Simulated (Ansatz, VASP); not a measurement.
**GaN in VASP and in Ansatz**

Contents of INCAR:

```
PREC = Accurate ; ENCUT = 520
EDIFF = 1E-7 ; ISMEAR = 0
SIGMA = 0.01 ; LREAL = F
LASPH = T ; NELM = 100
ALGO = Normal ; ISIF = 2
LWAVE = F ; LCHARG = F
GGA = PS ; IBRION = 2
NSW = 50 ; EDIFFG = -0.002
```

Contents of KPOINTS:

```
regular mesh
0
Gamma
  8 8 4
```

Contents of POSCAR:

```
GaN
1.0
    3.1984873585      0.0000000000      0.0000000000
   -1.5992436793      2.7699713062      0.0000000000
    0.0000000000      0.0000000000      5.2113369047
Ga N
2 2
Direct
    0.3333333333      0.6666666667     -0.0008061617
    0.6666666667      0.3333333333      0.4991938383
    0.3333333333      0.6666666667      0.3758061617
    0.6666666667      0.3333333333      0.8758061617
```

Input for Ansatz:

```yaml
crystal:
  lattice:
    - [3.19848735854, 0.0, 0.0]
    - [-1.59924367927, 2.76997130618, 0.0]
    - [0.0, 0.0, 5.21133690465]
  atoms:
    - { symbol: Ga, position: [0.333333333333, 0.666666666667, -0.000806161696] }
    - { symbol: Ga, position: [0.666666666667, 0.333333333333, 0.499193838304] }
    - { symbol: "N", position: [0.333333333333, 0.666666666667, 0.375806161696] }
    - { symbol: "N", position: [0.666666666667, 0.333333333333, 0.875806161696] }
kpoints:
  mp_grid: { grid: [8, 8, 4] }
scf:
  occupations: { method: fixed }
  convergence: { dr2_threshold: 1.0e-10 }
hamiltonian:
  xc: pbesol
  pseudopotentials: { kind: all_electron, lapw: { basis_error: 0.0005 } }
output:
  forces: true
  stress: true
  eigenstates:
    kpoints:
      - [0.0, 0.0, 0.0]
      - [0.0, 0.0, -0.5]
      - [-0.5, 0.0, 0.0]
      - [-0.5, 0.5, 0.0]
      - [0.0, -0.5, 0.0]
      - [-0.5, 0.0, -0.5]
      - [-0.5, 0.5, -0.5]
      - [0.0, -0.5, -0.5]
relax:
  f_tol: 0.002
  max_steps: 30
```

Alike in both runs: task relaxation of the atoms; functional PBEsol; k mesh 8 × 8 × 4; no spin polarisation.

|  | VASP | Ansatz |
| --- | --- | --- |
| version | VASP 6.6.1 | Ansatz 0.2.0 |
| potentials or method | VASP PAW PBE potentials, release 64 (Ga_d, N), cutoff 520 eV | all-electron LAPW, scalar-relativistic |
| occupations | gaussian, width 0.01 eV | fixed |

|  | VASP | Ansatz | Ansatz less VASP |
| --- | --- | --- | --- |
| gap on the k mesh at the Fermi level, each at its own relaxed structure (eV) | 1.79 | 1.79 | -0.003 |

VASP's potentials were made for PBE, not for PBEsol. Ansatz ran all-electron here, and VASP with PAW potentials.
